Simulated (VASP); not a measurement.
# GaN (P6_3mc) in VASP: further runs, part 2 of 2

VASP 6.6.1. The steps go on from the part before.

### Step 3. Single point, PBEsol (strain -0.015 along x and y, -0.030 along z)

Input file INCAR:

```
PREC = Accurate ; ENCUT = 520
EDIFF = 1E-7 ; ISMEAR = 0
SIGMA = 0.05 ; LREAL = False
LASPH = True ; NELM = 100
ALGO = Normal ; ISIF = 2
LWAVE = False ; LCHARG = False
GGA = PS ; NBANDS = 26
```

Input file KPOINTS:

```
Automatic mesh
0
Gamma
  12 12 6
```

Input file POSCAR:

```
GaN
1.0
    3.1348398099      0.0000000000      0.0000000000
   -1.5674199049      2.7148509121      0.0000000000
    0.0000000000      0.0000000000      5.0298632971
Ga N
2 2
Direct
    0.3333333333      0.6666666667      0.9991941071
    0.6666666667      0.3333333333      0.4991941071
    0.3333333333      0.6666666667      0.3758058929
    0.6666666667      0.3333333333      0.8758058929
```

Potentials or basis: VASP PAW PBE potentials, release 64 (Ga_d, N).

Command:

```
> cat potpaw_PBE.64/Ga_d/POTCAR potpaw_PBE.64/N/POTCAR > POTCAR
> mpirun -np 1 vasp_std > vasp.out
```

OUTCAR:

```text
PREC = Accurate
   ENCUT = 520
   EDIFF = 1E-7
   ISMEAR = 0
   LREAL = False
   LASPH = True
   NELM = 100
   ISIF = 2
   GGA = PS

 ion  position               nearest neighbor table
   1  0.333  0.667  0.999-   3 1.89   4 1.91   4 1.91   4 1.91
   2  0.667  0.333  0.499-   4 1.89   3 1.91   3 1.91   3 1.91
   3  0.333  0.667  0.376-   1 1.89   2 1.91   2 1.91   2 1.91
   4  0.667  0.333  0.876-   2 1.89   1 1.91   1 1.91   1 1.91

  LATTYP: Found a hexagonal cell.
 ALAT       =     3.1348398099
 C/A-ratio  =     1.6045040902

  Lattice vectors:

 A1 = (   3.1348398099,   0.0000000000,   0.0000000000)
 A2 = (  -1.5674199049,   2.7148509121,   0.0000000000)
 A3 = (   0.0000000000,   0.0000000000,   5.0298632971)

Analysis of symmetry for initial positions (statically):
=====================================================================
 Subroutine PRICEL returns:
 Original cell was already a primitive cell.

 Routine SETGRP: Setting up the symmetry group for a
 hexagonal supercell.

 Subroutine GETGRP returns: Found 12 space group operations
 (whereof  6 operations were pure point group operations)
 out of a pool of 24 trial point group operations.

The static configuration has the point symmetry C_3v.
 The point group associated with its full space group is C_6v.

Analysis of symmetry for dynamics (positions and initial velocities):
=====================================================================
 Subroutine PRICEL returns:
 Original cell was already a primitive cell.

 Routine SETGRP: Setting up the symmetry group for a
 hexagonal supercell.

 Subroutine GETGRP returns: Found 12 space group operations
 (whereof  6 operations were pure point group operations)
 out of a pool of 24 trial point group operations.

The dynamic configuration has the point symmetry C_3v.
 The point group associated with its full space group is C_6v.

 Subroutine INISYM returns: Found 12 space group operations
 (whereof  6 operations are pure point group operations),
 and found     1 'primitive' translations

----------------------------------------------------------------------------------------

                                     Primitive cell

  volume of cell :      42.8073

  direct lattice vectors                    reciprocal lattice vectors
     3.134839810  0.000000000  0.000000000     0.318995566  0.184172176  0.000000000
    -1.567419905  2.714850912  0.000000000     0.000000000  0.368344352  0.000000000
     0.000000000  0.000000000  5.029863297     0.000000000  0.000000000  0.198812560

  length of vectors
     3.134839810  3.134839810  5.029863297     0.368344352  0.368344352  0.198812560

  position of ions in fractional coordinates (direct lattice)
     0.333333333  0.666666667  0.999194107
     0.666666667  0.333333333  0.499194107
     0.333333333  0.666666667  0.375805893
     0.666666667  0.333333333  0.875805893

  ion indices of the primitive-cell ions
   primitive index   ion index
                 1           1
                 2           2
                 3           3
                 4           4

----------------------------------------------------------------------------------------

 KPOINTS: Automatic mesh

Automatic generation of k-mesh.
 Grid dimensions read from file:
 generate k-points for:   12   12    6

 Generating k-lattice:

  Cartesian coordinates                     Fractional coordinates (reciprocal lattice)
     0.026582964  0.015347681  0.000000000     0.083333333 -0.000000000  0.000000000
     0.000000000  0.030695363  0.000000000     0.000000000  0.083333333  0.000000000
     0.000000000  0.000000000  0.033135427     0.000000000  0.000000000  0.166666667

  Length of vectors
     0.030695363  0.030695363  0.033135427

  Shift w.r.t. Gamma in fractional coordinates (k-lattice)
     0.000000000  0.000000000  0.000000000

 Subroutine IBZKPT returns following result:
 ===========================================

 Found     76 irreducible k-points:

 Following reciprocal coordinates:
            Coordinates               Weight
  0.000000  0.000000  0.000000      1.000000
  0.083333  0.000000  0.000000      6.000000
  0.166667  0.000000  0.000000      6.000000
  0.250000  0.000000  0.000000      6.000000
  0.333333  0.000000  0.000000      6.000000
  0.416667  0.000000  0.000000      6.000000
[... 16 lines left out ...]
  0.250000  0.000000  0.166667     12.000000
  0.333333  0.000000  0.166667     12.000000
 [... further k-points ...]
   k-points           NKPTS =     76   k-points in BZ     NKDIM =     76   number of bands    NBANDS=     26
   number of dos      NEDOS =    301   number of ions     NIONS =      4
   total plane-waves  NPLWV =  23040
   dimension x,y,z NGX =    24 NGY =   24 NGZ =   40
   dimension x,y,z NGXF=    48 NGYF=   48 NGZF=   80
   ions per type =               2   2
   NGX,Y,Z   is equivalent  to a cutoff of  12.73, 12.73, 13.22 a.u.
   NGXF,Y,Z  is equivalent  to a cutoff of  25.46, 25.46, 26.44 a.u.
 SYSTEM =  unknown system
   PREC   = accura    normal or accurate (medium, high low for compatibility)
   ISTART =      0    job   : 0-new  1-cont  2-samecut
   ICHARG =      2    charge: 1-file 2-atom 10-const
   ISPIN  =      1    spin polarized calculation?
   LNONCOLLINEAR =      F non collinear calculations
   LSORBIT =      F    spin-orbit coupling
   LASPH  =      T    aspherical Exc in radial PAW
   ENCUT  =  520.0 eV  38.22 Ry    6.18 a.u.   5.83  5.83  9.35*2*pi/ulx,y,z
   NELM   =    100;   NELMIN=  2; NELMDL= -5     # of ELM steps
   EDIFF  = 0.1E-06   stopping-criterion for ELM
   LREAL  =      F    real-space projection
   EDIFFG = 0.1E-05   stopping-criterion for IOM
   NSW    =      0    number of steps for IOM
   IBRION =     -1    ionic relax: 0-MD 1-quasi-New 2-CG
   NFREE  =      0    steps in history (QN), initial steepest desc. (CG)
   ISIF   =      2    stress and relaxation
   ISYM   =      2    0-nonsym 1-usesym 2-fastsym
   POTIM  = 0.5000    time-step for ionic-motion
   TEBEG  =    0.0;   TEEND  =   0.0 temperature during run
   PSTRESS=    0.0 pullay stress
   NELECT =      36.0000    total number of electrons
   NUPDOWN=      -1.0000    fix difference up-down
   EMIN   =  10.00;   EMAX   =-10.00  energy-range for DOS
   EFERMI =   0.00;   METHOD = LEGACY
   ISMEAR =     0;   SIGMA  =   0.05  broadening in eV -4-tet -1-fermi 0-gaus
   EFERMI_NEDOS =   21; number of points for ismear=-14 and -15
   IALGO  =     38    algorithm
   IMIX   =      4    mixing-type and parameters
     AMIX     =   0.40;   BMIX     =  1.00
     AMIX_MAG =   1.60;   BMIX_MAG =  1.00
  volume/ion in A,a.u.               =      10.70        72.22
  Fermi-wavevector in a.u.,A,eV,Ry     =   1.545266  2.920129 32.488617  2.387846
  Thomas-Fermi vector in A             =   2.650669
   LORBIT       =      0    0 simple, 1 ext, 2 COOP (PROOUT), +10 PAW based schemes
   GGA     = PS    functional components
   LHFCALC =     F    Hartree Fock is set to
   AEXX    =    0.0000 exact exchange contribution
   IVDW    =     0    specifies the selected vdW correction
   LEPSILON=     F    determine dielectric tensor
   LRPA    =     F    only Hartree local field effects (RPA)
 non-spin polarized calculation
 Gauss-broadening in eV      SIGMA  =   0.05
  energy-cutoff  :      520.00
  volume of cell :       42.81
 maximum number of plane-waves:      1182
 NGX is ok and might be reduce to    24
   NGX = 11   NGY = 11   NGZ = 19

 number of electron      36.0000023 magnetization

 Free energy of the ion-electron system (eV)
  ---------------------------------------------------
  ext. energy  EPLUGINS =         0.00000000
  ---------------------------------------------------
  free energy    TOTEN  =       -26.15779171 eV

  energy without entropy =      -26.15779171  energy(sigma->0) =      -26.15779171

 E-fermi :   6.1551     XC(G=0): -12.2577

 val. band max:        5.9070673729   @ k =   0.0000   0.0000   0.0000
 cond. band min:       8.2416447294   @ k =   0.0000   0.0000   0.0000
 fundamental gap:      2.3345773564
 Fermi energy:         6.1551435578

 k-point     1 :       0.0000    0.0000    0.0000
  band No.  band energies     occupation
      1     -10.6430      2.00000
      2      -9.4545      2.00000
      3      -7.5507      2.00000
      4      -7.5287      2.00000
      5      -7.5287      2.00000
      6      -7.4489      2.00000
[... 18 lines left out ...]
     25      17.9536      0.00000
     26      17.9536      0.00000
[... 644 lines left out ...]
      4      -7.4352      2.00000
      5      -7.3785      2.00000
      6      -7.2800      2.00000
[... 18 lines left out ...]
     25      17.5494      0.00000
     26      19.4961      0.00000

 [... further k-points ...]
[... 5 lines left out ...]
  --------------------------------------------------------------------------------------
  -------------------------------------------------------------------------------------
  Total        2.8001131      2.8001131      4.7179955      0.0000000      0.0000000      0.0000000
  in kB      104.8017745    104.8017745    176.5836895      0.0000000      0.0000000      0.0000000
  external PRESSURE =     128.7290795 kB  Pullay stress =       0.0000000 kB

 VOLUME and BASIS-vectors are now :
 -----------------------------------------------------------------------------
  energy-cutoff  :      520.00
  volume of cell :       42.81
      direct lattice vectors                 reciprocal lattice vectors
     3.134839810  0.000000000  0.000000000     0.318995566  0.184172176  0.000000000
    -1.567419905  2.714850912  0.000000000     0.000000000  0.368344352  0.000000000
     0.000000000  0.000000000  5.029863297     0.000000000  0.000000000  0.198812560

 POSITION                                       TOTAL-FORCE (eV/Angst)
 -----------------------------------------------------------------------------------
     -0.00000      1.80990      5.02581         0.000000      0.000000     -0.213420
      1.56742      0.90495      2.51088        -0.000000     -0.000000     -0.213420
     -0.00000      1.80990      1.89025         0.000000     -0.000000      0.213420
      1.56742      0.90495      4.40518        -0.000000     -0.000000      0.213420
 -----------------------------------------------------------------------------------
    total drift:                               -0.000001     -0.000001      0.000012

  FREE ENERGIE OF THE ION-ELECTRON SYSTEM (eV)
  ---------------------------------------------------
  free  energy   TOTEN  =       -26.1577917126 eV

  energy  without entropy=      -26.1577917126  energy(sigma->0) =      -26.15779171
```

OSZICAR:

```text
N       E                     dE             d eps       ncg     rms          rms(c)
DAV:   1     0.277785001898E+03    0.27779E+03   -0.17625E+04  4360   0.263E+03
DAV:   2     0.516385509823E+01   -0.27262E+03   -0.25737E+03  4352   0.489E+02
DAV:   3    -0.289045908262E+02   -0.34068E+02   -0.33619E+02  4630   0.142E+02
DAV:   4    -0.300106982297E+02   -0.11061E+01   -0.11017E+01  4618   0.276E+01
DAV:   5    -0.300346344813E+02   -0.23936E-01   -0.23905E-01  4864   0.398E+00    0.106E+01
DAV:   6    -0.261463407778E+02    0.38883E+01   -0.86446E+00  6552   0.514E+01    0.310E+00
DAV:   7    -0.262027859925E+02   -0.56445E-01   -0.14061E+00  4218   0.830E+00    0.270E+00
DAV:   8    -0.261780375466E+02    0.24748E-01   -0.17955E-01  6634   0.570E+00    0.102E+00
DAV:   9    -0.261572691396E+02    0.20768E-01   -0.63450E-02  6416   0.435E+00    0.276E-01
DAV:  10    -0.261578982074E+02   -0.62907E-03   -0.40817E-03  4324   0.512E-01    0.676E-02
DAV:  11    -0.261577897407E+02    0.10847E-03   -0.60122E-04  6310   0.461E-01    0.318E-02
DAV:  12    -0.261577906075E+02   -0.86688E-06   -0.61674E-05  5350   0.895E-02    0.429E-03
DAV:  13    -0.261577917467E+02   -0.11391E-05   -0.79529E-06  4246   0.219E-02    0.588E-03
DAV:  14    -0.261577917126E+02    0.34073E-07   -0.27774E-07  3900   0.438E-03
   1 F= -.26157792E+02 E0= -.26157792E+02  d E =-.162038E-14
```

stdout:

```text
POSCAR found type information on POSCAR GaN
 POSCAR found :  2 types and       4 ions
 scaLAPACK will be used
 -----------------------------------------------------------------------------
|                                                                             |
|                                                                             |
|     You enforced a specific xc type in the INCAR file but a different       |
|     I HOPE YOU KNOW WHAT YOU ARE DOING!                                     |
|                                                                             |
 -----------------------------------------------------------------------------

 LDA part: xc-table for (Slater+PW92), standard interpolation
 POSCAR, INCAR and KPOINTS ok, starting setup
 FFT: planning ... GRIDC
 FFT: planning ... GRID_SOFT
 FFT: planning ... GRID
 WAVECAR not read
 entering main loop
```

Wall time 30 s (1 thread of Intel Xeon 6975P-C (Granite Rapids), shared host); peak memory 0.2 GiB.

What came out:

| Quantity | Value |
| --- | --- |
| Free energy | -26.1578 eV |
| Pressure | 12.9 GPa |
| Largest force | 0.213 eV/Å |
| Band gap on the k mesh | 2.33 eV, direct |

Forces in eV/Å, atoms in the order of the input:
```
Ga   0.000  0.000 -0.213
Ga   0.000  0.000 -0.213
N    0.000  0.000  0.213
N    0.000  0.000  0.213
```

Levels at points of the mesh, in eV from the valence-band top:
```
           k point  band 15  band 16  band 17  band 18  band 19  band 20  band 21  band 22
(0.00, 0.00, 0.00)    -1.19     0.00     0.00     0.00     2.33     4.47     9.59    10.04
(0.50, 0.00, 0.00)    -4.56    -3.06    -2.44    -1.06     5.02     5.87     6.26     9.12
(0.00, 0.00, 0.50)    -0.61    -0.61    -0.61    -0.61     4.56     4.56     8.81     8.81
(0.50, 0.00, 0.50)    -2.14    -2.14    -1.98    -1.98     4.53     4.53     8.14     8.14
```

Caveat: the cell differs from its parent crystal (strain -0.015 along x and y, -0.030 along z); the PAW data sets were made with another functional, which shifts forces and pressure a little.

### Step 4. Single point, PBEsol (strain -0.030 along x and y, +0.015 along z)

Input file INCAR:

```
SYSTEM = GaN
PREC = Accurate
ENCUT = 520
EDIFF = 1E-7
ISMEAR = 0
SIGMA = 0.05
LREAL = .FALSE.
LASPH = .TRUE.
NELM = 100
ALGO = Normal
ISIF = 2
LWAVE = .FALSE.
LCHARG = .FALSE.
GGA = PS
NBANDS = 26
```

Input file KPOINTS:

```
Automatic mesh
0
G
  12 12 6
  0 0 0
```

Input file POSCAR:

```
GaN
1.0
    3.0871011326      0.0000000000      0.0000000000
   -1.5435505663      2.6735080048      0.0000000000
    0.0000000000      0.0000000000      5.2632074707
Ga N
2 2
Direct
    0.3333333333      0.6666666667      0.9991941071
    0.6666666667      0.3333333333      0.4991941071
    0.3333333333      0.6666666667      0.3758058929
    0.6666666667      0.3333333333      0.8758058929
```

Command:

```
> cat potpaw_PBE.64/Ga_d/POTCAR potpaw_PBE.64/N/POTCAR > POTCAR
> mpirun -np 1 vasp_std > vasp.out
```

Run time: 35 s. Hardware: 1 thread of Intel Xeon 6975P-C (Granite Rapids), shared host; peak memory 0.2 GiB.

It converged, with:

* Free energy: -26.1318 eV
* Pressure: 10.0 GPa
* Largest force: 0.500 eV/Å
* Band gap on the k mesh: 2.02 eV, direct

Forces in eV/Å, atoms in the order of the input:
```
Ga   0.000  0.000  0.500
Ga   0.000  0.000  0.500
N    0.000  0.000 -0.500
N    0.000  0.000 -0.500
```

Stress tensor (GPa, compression positive):
```
16.40  0.00  0.00
 0.00 16.40  0.00
 0.00  0.00 -2.81
```

Levels at points of the mesh, in eV from the valence-band top:
```tsv
k point	band 14	band 15	band 16	band 17	band 18	band 19	band 20	band 21	band 22	band 23
(0.00, 0.00, 0.00)	-0.94	-0.94	-0.24	0.00	0.00	2.02	4.90	8.98	10.12	10.45
(0.50, 0.00, 0.00)	-5.78	-4.48	-2.82	-2.43	-1.19	5.32	5.56	5.82	8.70	10.15
(0.00, 0.00, 0.50)	-4.27	-0.48	-0.48	-0.48	-0.48	4.60	4.60	8.34	8.34	10.96
(0.50, 0.00, 0.50)	-7.00	-2.24	-2.24	-2.07	-2.07	4.26	4.26	7.85	7.85	10.03
```

Caveat: the cell differs from its parent crystal (strain -0.030 along x and y, +0.015 along z); the PAW data sets were made with another functional, which shifts forces and pressure a little.

### Step 5. Overview

```csv
cell,gap on the mesh (eV),pressure (GPa),largest force (eV/Å)
"a = 3.087, b = 3.087, c = 5.185 Å, angles 90.0, 90.0, 120.0°, 4 atoms",2.19,13.2,0.39
"a = 3.135, b = 3.135, c = 5.030 Å, angles 90.0, 90.0, 120.0°, 4 atoms",2.33,12.9,0.21
"a = 3.087, b = 3.087, c = 5.263 Å, angles 90.0, 90.0, 120.0°, 4 atoms",2.02,10.0,0.50
```

Alike in all rows: task single point; level PBEsol; potentials or basis VASP PAW PBE potentials, release 64 (Ga_d, N); no spin polarisation; k mesh 12 × 12 × 6; cutoff (eV) 520; smearing gaussian 0.05 eV.

Caveats: the PAW data sets were made with another functional, which shifts forces and pressure a little.

Total energies depend on the potentials used, so only differences within one code and one set of settings carry meaning.
